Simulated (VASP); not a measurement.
A run of VASP 6.6.1 is set up as follows.

Contents of INCAR:

```
SYSTEM = In2O3
  PREC = Accurate
  ENCUT = 520
  EDIFF = 1E-6
  ISMEAR = -1
  SIGMA = 0.02
  LREAL = .FALSE.
  LASPH = .TRUE.
  NELM = 80
  ALGO = Normal
  ISIF = 2
  LWAVE = .FALSE.
  LCHARG = .FALSE.
  GGA = PE
  NBANDS = 55
```

KPOINTS

```
Automatic mesh
0
G
  6 6 6
  0 0 0
```

POSCAR

```
In2O3
1.0
    2.6712875109      1.5422685636      4.7078552978
   -2.6712875109      1.5422685636      4.7078552978
    0.0000000000     -3.0845371270      4.7078552979
In O
4 6
Direct
    0.6417037621      0.6417037621      0.6417037621
    0.8582962379      0.8582962379      0.8582962379
    0.3582962379      0.3582962379      0.3582962379
    0.1417037621      0.1417037621      0.1417037621
    0.0451077657      0.7500000000      0.4548922343
    0.7500000000      0.4548922343      0.0451077657
    0.4548922343      0.0451077657      0.7500000000
    0.9548922343      0.2500000000      0.5451077657
    0.5451077657      0.9548922343      0.2500000000
    0.2500000000      0.5451077657      0.9548922343
```

Potentials or basis: VASP PAW PBE potentials, release 64 (In_d, O).

Command:

```console
$ cat potpaw_PBE.64/In_d/POTCAR potpaw_PBE.64/O/POTCAR > POTCAR
$ mpirun -np 1 vasp_std > vasp.out
```

Question: What does it give for the pressure?

Answer: 27.5 GPa.

Question: What does it give for the largest force?

Answer: 0.122 eV/Å.

Stress tensor (GPa, compression positive):
```
29.16  0.00  0.00
 0.00 29.16  0.00
 0.00  0.00 24.04
```

Caveat: the cell differs from its parent crystal (strain -3.0%).
